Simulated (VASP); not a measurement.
# SnTe (F-43m) in VASP: further runs

Runs on SnTe. Level: PBE. Tasks: single point.

All numbers are computed with VASP 6.6.1; they aren't measurements. Logs are shortened: lines on timing, memory, paths and dates and some standing lists are left out, and cuts for length are marked.

## Step 1: The cell of the first run

It takes space group F-43m (No. 216, cubic). Conventional cell: a = 7.024 Å, b = 7.024 Å, c = 7.024 Å, α = 90.00°, β = 90.00°, γ = 90.00°. Sn (site symmetry -43m) has 4 Te at 3.04 Å within 4.0 Å. Within 4.0 Å of Te (site symmetry -43m) lie 4 Sn at 3.04 Å.

## Step 2: Single point, PBE

File INCAR:

```
  PREC = Accurate
  ENCUT = 500
  EDIFF = 1E-6
  ISMEAR = 0
  SIGMA = 0.01
  LREAL = False
  LASPH = True
  NELM = 120
  ALGO = Normal
  ISIF = 2
  LWAVE = False
  LCHARG = False
  GGA = PE
  NBANDS = 17
  GGA_COMPAT = False
```

File KPOINTS:

```
regular mesh
0
Gamma
  6 6 6
```

File POSCAR:

```
SnTe
1.0
    0.0000000000      3.5121602494      3.5121602494
    3.5121602494      0.0000000000      3.5121602494
    3.5121602494      3.5121602494      0.0000000000
Sn Te
1 1
Direct
    0.0000000000      0.0000000000      0.0000000000
    0.7500000000      0.7500000000      0.7500000000
```

Potentials or basis: VASP PAW PBE potentials, release 64 (Sn_d, Te).

The run is started by

```bash
> cat potpaw_PBE.64/Sn_d/POTCAR potpaw_PBE.64/Te/POTCAR > POTCAR
> mpirun -np 1 vasp_std > vasp.out
```

OUTCAR:

```text
PREC = Accurate
   ENCUT = 500
   EDIFF = 1E-6
   ISMEAR = 0
   LREAL = False
   LASPH = True
   NELM = 120
   ISIF = 2
   GGA = PE

 ion  position               nearest neighbor table
   1  0.000  0.000  0.000-   2 3.04   2 3.04   2 3.04   2 3.04
   2  0.750  0.750  0.750-   1 3.04   1 3.04   1 3.04   1 3.04

  LATTYP: Found a face centered cubic cell.
 ALAT       =     7.0243204988

  Lattice vectors:

 A1 = (   0.0000000000,   3.5121602494,   3.5121602494)
 A2 = (   3.5121602494,   0.0000000000,   3.5121602494)
 A3 = (   3.5121602494,   3.5121602494,   0.0000000000)

Analysis of symmetry for initial positions (statically):
=====================================================================
 Subroutine PRICEL returns:
 Original cell was already a primitive cell.

 Routine SETGRP: Setting up the symmetry group for a
 face centered cubic supercell.

 Subroutine GETGRP returns: Found 24 space group operations
 (whereof 24 operations were pure point group operations)
 out of a pool of 48 trial point group operations.

The static configuration has the point symmetry T_d .

Analysis of symmetry for dynamics (positions and initial velocities):
=====================================================================
 Subroutine PRICEL returns:
 Original cell was already a primitive cell.

 Routine SETGRP: Setting up the symmetry group for a
 face centered cubic supercell.

 Subroutine GETGRP returns: Found 24 space group operations
 (whereof 24 operations were pure point group operations)
 out of a pool of 48 trial point group operations.

The dynamic configuration has the point symmetry T_d .

 Subroutine INISYM returns: Found 24 space group operations
 (whereof 24 operations are pure point group operations),
 and found     1 'primitive' translations

----------------------------------------------------------------------------------------

                                     Primitive cell

  volume of cell :      86.6469

  direct lattice vectors                    reciprocal lattice vectors
     0.000000000  3.512160249  3.512160249    -0.142362525  0.142362525  0.142362525
     3.512160249  0.000000000  3.512160249     0.142362525 -0.142362525  0.142362525
     3.512160249  3.512160249  0.000000000     0.142362525  0.142362525 -0.142362525

  length of vectors
     4.966944658  4.966944658  4.966944658     0.246579126  0.246579126  0.246579126

  position of ions in fractional coordinates (direct lattice)
     0.000000000  0.000000000  0.000000000
     0.750000000  0.750000000  0.750000000

  ion indices of the primitive-cell ions
   primitive index   ion index
                 1           1
                 2           2

----------------------------------------------------------------------------------------

 KPOINTS: regular mesh

Automatic generation of k-mesh.
 Grid dimensions read from file:
 generate k-points for:    6    6    6

 Generating k-lattice:

  Cartesian coordinates                     Fractional coordinates (reciprocal lattice)
    -0.023727087  0.023727087  0.023727087     0.166666667  0.000000000  0.000000000
     0.023727087 -0.023727087  0.023727087     0.000000000  0.166666667  0.000000000
     0.023727087  0.023727087 -0.023727087     0.000000000  0.000000000  0.166666667

  Length of vectors
     0.041096521  0.041096521  0.041096521

  Shift w.r.t. Gamma in fractional coordinates (k-lattice)
     0.000000000  0.000000000  0.000000000

 Subroutine IBZKPT returns following result:
 ===========================================

 Found     16 irreducible k-points:

 Following reciprocal coordinates:
            Coordinates               Weight
  0.000000  0.000000  0.000000      1.000000
  0.166667  0.000000  0.000000      8.000000
  0.333333  0.000000  0.000000      8.000000
  0.500000  0.000000  0.000000      4.000000
  0.166667  0.166667  0.000000      6.000000
  0.333333  0.166667  0.000000     24.000000
[... 8 lines left out ...]
 -0.333333  0.333333  0.166667     24.000000
 -0.333333  0.500000  0.166667     12.000000
   k-points           NKPTS =     16   k-points in BZ     NKDIM =     16   number of bands    NBANDS=     17
   number of dos      NEDOS =    301   number of ions     NIONS =      2
   total plane-waves  NPLWV =  46656
   dimension x,y,z NGX =    36 NGY =   36 NGZ =   36
   dimension x,y,z NGXF=    72 NGYF=   72 NGZF=   72
   ions per type =               1   1
   NGX,Y,Z   is equivalent  to a cutoff of  12.05, 12.05, 12.05 a.u.
   NGXF,Y,Z  is equivalent  to a cutoff of  24.10, 24.10, 24.10 a.u.
 SYSTEM =  unknown system
   PREC   = accura    normal or accurate (medium, high low for compatibility)
   ISTART =      0    job   : 0-new  1-cont  2-samecut
   ICHARG =      2    charge: 1-file 2-atom 10-const
   ISPIN  =      1    spin polarized calculation?
   LNONCOLLINEAR =      F non collinear calculations
   LSORBIT =      F    spin-orbit coupling
   LASPH  =      T    aspherical Exc in radial PAW
   ENCUT  =  500.0 eV  36.75 Ry    6.06 a.u.   9.06  9.06  9.06*2*pi/ulx,y,z
   NELM   =    120;   NELMIN=  2; NELMDL= -5     # of ELM steps
   EDIFF  = 0.1E-05   stopping-criterion for ELM
   LREAL  =      F    real-space projection
   EDIFFG = 0.1E-04   stopping-criterion for IOM
   NSW    =      0    number of steps for IOM
   IBRION =     -1    ionic relax: 0-MD 1-quasi-New 2-CG
   NFREE  =      0    steps in history (QN), initial steepest desc. (CG)
   ISIF   =      2    stress and relaxation
   ISYM   =      2    0-nonsym 1-usesym 2-fastsym
   POTIM  = 0.5000    time-step for ionic-motion
   TEBEG  =    0.0;   TEEND  =   0.0 temperature during run
   PSTRESS=    0.0 pullay stress
   NELECT =      20.0000    total number of electrons
   NUPDOWN=      -1.0000    fix difference up-down
   EMIN   =  10.00;   EMAX   =-10.00  energy-range for DOS
   EFERMI =   0.00;   METHOD = LEGACY
   ISMEAR =     0;   SIGMA  =   0.01  broadening in eV -4-tet -1-fermi 0-gaus
   EFERMI_NEDOS =   21; number of points for ismear=-14 and -15
   IALGO  =     38    algorithm
   IMIX   =      4    mixing-type and parameters
     AMIX     =   0.40;   BMIX     =  1.00
     AMIX_MAG =   1.60;   BMIX_MAG =  1.00
  volume/ion in A,a.u.               =      43.32       292.36
  Fermi-wavevector in a.u.,A,eV,Ry     =   1.004232  1.897722 13.721216  1.008481
  Thomas-Fermi vector in A             =   2.136834
   LORBIT       =      0    0 simple, 1 ext, 2 COOP (PROOUT), +10 PAW based schemes
   GGA     = PE    functional components
   LHFCALC =     F    Hartree Fock is set to
   AEXX    =    0.0000 exact exchange contribution
   IVDW    =     0    specifies the selected vdW correction
   LEPSILON=     F    determine dielectric tensor
   LRPA    =     F    only Hartree local field effects (RPA)
 non-spin polarized calculation
 Gauss-broadening in eV      SIGMA  =   0.01
  energy-cutoff  :      500.00
  volume of cell :       86.65
 maximum number of plane-waves:      2229
   NGX = 19   NGY = 19   NGZ = 19

 number of electron      20.0000008 magnetization

 Free energy of the ion-electron system (eV)
  ---------------------------------------------------
  ext. energy  EPLUGINS =         0.00000000
  ---------------------------------------------------
  free energy    TOTEN  =        -7.01231903 eV

  energy without entropy =       -7.01231902  energy(sigma->0) =       -7.01231903

 E-fermi :   3.8647     XC(G=0):  -7.7853

 val. band max:        3.8317822665   @ k =  -0.3333   0.5000   0.1667
 cond. band min:       3.8955404652   @ k =   0.5000   0.5000   0.0000
 fundamental gap:      0.0637581987
 Fermi energy:         3.8647015781

 k-point     1 :       0.0000    0.0000    0.0000
  band No.  band energies     occupation
      1     -17.8920      2.00000
      2     -17.8920      2.00000
      3     -17.8920      2.00000
      4     -17.8776      2.00000
      5     -17.8776      2.00000
      6      -8.0503      2.00000
[... 9 lines left out ...]
     16      10.3620      0.00000
     17      11.5321      0.00000

 k-point     2 :       0.1667    0.0000    0.0000
  band No.  band energies     occupation
      1     -17.8925      2.00000
      2     -17.8915      2.00000
      3     -17.8915      2.00000
      4     -17.8776      2.00000
      5     -17.8776      2.00000
      6      -7.9151      2.00000
[... 9 lines left out ...]
     16       9.8084      0.00000
     17      11.0405      0.00000

 k-point     3 :       0.3333    0.0000    0.0000
  band No.  band energies     occupation
      1     -17.8936      2.00000
      2     -17.8905      2.00000
      3     -17.8905      2.00000
      4     -17.8775      2.00000
      5     -17.8775      2.00000
      6      -7.5959      2.00000
[... 9 lines left out ...]
     16       9.9810      0.00000
     17      11.4940      0.00000

 k-point     4 :       0.5000    0.0000    0.0000
  band No.  band energies     occupation
      1     -17.8942      2.00000
      2     -17.8900      2.00000
      3     -17.8900      2.00000
      4     -17.8774      2.00000
      5     -17.8774      2.00000
      6      -7.3997      2.00000
[... 9 lines left out ...]
     16      10.9239      0.00000
     17      10.9239      0.00000
[... 183 lines left out ...]
      1     -17.8952      2.00000
      2     -17.8895      2.00000
      3     -17.8889      2.00000
      4     -17.8781      2.00000
      5     -17.8770      2.00000
      6      -7.3490      2.00000
[... 9 lines left out ...]
     16      11.4178      0.00000
     17      12.4710      0.00000

 k-point    15 :      -0.3333    0.3333    0.1667
  band No.  band energies     occupation
      1     -17.8953      2.00000
      2     -17.8895      2.00000
      3     -17.8884      2.00000
      4     -17.8780      2.00000
      5     -17.8771      2.00000
      6      -7.1998      2.00000
[... 9 lines left out ...]
     16      11.2075      0.00000
     17      12.2738      0.00000

 k-point    16 :      -0.3333    0.5000    0.1667
  band No.  band energies     occupation
      1     -17.8962      2.00000
      2     -17.8889      2.00000
      3     -17.8878      2.00000
      4     -17.8783      2.00000
      5     -17.8768      2.00000
      6      -7.1248      2.00000
[... 9 lines left out ...]
     16      11.9275      0.00000
     17      11.9927      0.00000

------------------------ aborting loop because EDIFF is reached ----------------------------------------

  FORCE on cell =-STRESS in cart. coord.  units (eV):
  Direction    XX          YY          ZZ          XY          YZ          ZX
  --------------------------------------------------------------------------------------
  -------------------------------------------------------------------------------------
  Total        1.2809384      1.2809384      1.2809384      0.0000000      0.0000000     -0.0000000
  in kB       23.6856794     23.6856794     23.6856794      0.0000000      0.0000000     -0.0000000
  external PRESSURE =      23.6856794 kB  Pullay stress =       0.0000000 kB

 VOLUME and BASIS-vectors are now :
 -----------------------------------------------------------------------------
  energy-cutoff  :      500.00
  volume of cell :       86.65
      direct lattice vectors                 reciprocal lattice vectors
     0.000000000  3.512160249  3.512160249    -0.142362525  0.142362525  0.142362525
     3.512160249  0.000000000  3.512160249     0.142362525 -0.142362525  0.142362525
     3.512160249  3.512160249  0.000000000     0.142362525  0.142362525 -0.142362525

 POSITION                                       TOTAL-FORCE (eV/Angst)
 -----------------------------------------------------------------------------------
      0.00000      0.00000      0.00000         0.000000      0.000000      0.000000
      5.26824      5.26824      5.26824        -0.000000     -0.000000     -0.000000
 -----------------------------------------------------------------------------------
    total drift:                                0.000000      0.000000      0.000000

  FREE ENERGIE OF THE ION-ELECTRON SYSTEM (eV)
  ---------------------------------------------------
  free  energy   TOTEN  =        -7.0123190319 eV

  energy  without entropy=       -7.0123190199  energy(sigma->0) =       -7.01231903
```

Run time: 9.1 s. Hardware: 1 thread of Intel Xeon 6975P-C (Granite Rapids), shared host; peak memory 0.21 GiB.

What came out:

| Item | Value |
| --- | --- |
| Free energy | -7.0123 eV |
| Pressure | 2.4 GPa |
| Band gap on the k mesh | 0.06 eV, indirect (least direct gap 0.70 eV) |

Levels at points of the mesh, in eV from the valence-band top:
```tsv
k point	band 8	band 9	band 10	band 11	band 12	band 13
(0.00, 0.00, 0.00)	-2.04	-2.04	-2.04	1.04	1.04	1.04
(0.50, 0.00, 0.00)	-2.63	-2.63	-2.04	1.89	1.89	3.83
(0.50, 0.50, 0.00)	-3.37	-3.37	-0.63	0.06	4.30	4.30
```

Caveat: spin-orbit coupling is left out, which moves the levels of the heavy elements. A k mesh can miss the band edges.

## Step 3: Single point, PBE

This run uses another cell than the first one, of 44.58 Å³/atom, 1.029 times its volume.

File INCAR:

```
SYSTEM = SnTe
  PREC = Accurate
  ENCUT = 500
  EDIFF = 1E-6
  ISMEAR = 0
  SIGMA = 0.01
  LREAL = .FALSE.
  LASPH = .TRUE.
  NELM = 120
  ALGO = Normal
  ISIF = 2
  LWAVE = .FALSE.
  LCHARG = .TRUE.
  GGA = PE
  LELF = .TRUE.
  LVHAR = .TRUE.
  NBANDS = 17
  GGA_COMPAT = .FALSE.
```

File KPOINTS:

```
regular mesh
0
G
  6 6 6
  0 0 0
```

File POSCAR:

```
SnTe
1.0
    0.0000000000      3.5457714807      3.5457714807
    3.5457714807      0.0000000000      3.5457714807
    3.5457714807      3.5457714807      0.0000000000
Sn Te
1 1
Direct
    0.0000000000      0.0000000000      0.0000000000
    0.7500000000      0.7500000000      0.7500000000
```

Potentials or basis: VASP PAW PBE potentials, release 64 (Sn_d, Te).

The run is started by

```bash
> cat potpaw_PBE.64/Sn_d/POTCAR potpaw_PBE.64/Te/POTCAR > POTCAR
> mpirun -np 1 vasp_std > vasp.out
```

Run time: 13 s. Hardware: 1 thread of Intel Xeon 6975P-C (Granite Rapids), shared host; peak memory 0.24 GiB.

The run converged. Its results:

| Item | Value |
| --- | --- |
| Free energy | -7.0425 eV |
| Pressure | 1.4 GPa |
| Band gap on the k mesh | 0.14 eV, indirect (least direct gap 0.73 eV) |

Levels at points of the mesh, in eV from the valence-band top:
| k point | band 8 | band 9 | band 10 | band 11 | band 12 | band 13 |
| --- | --- | --- | --- | --- | --- | --- |
| (0.00, 0.00, 0.00) | -1.94 | -1.94 | -1.94 | 1.08 | 1.08 | 1.08 |
| (0.50, 0.00, 0.00) | -2.52 | -2.52 | -1.99 | 1.92 | 1.92 | 3.74 |
| (0.50, 0.50, 0.00) | -3.22 | -3.22 | -0.59 | 0.14 | 4.21 | 4.21 |

Caveat: spin-orbit coupling is left out, which moves the levels of the heavy elements.

(Part 1 of 2 ends here.)
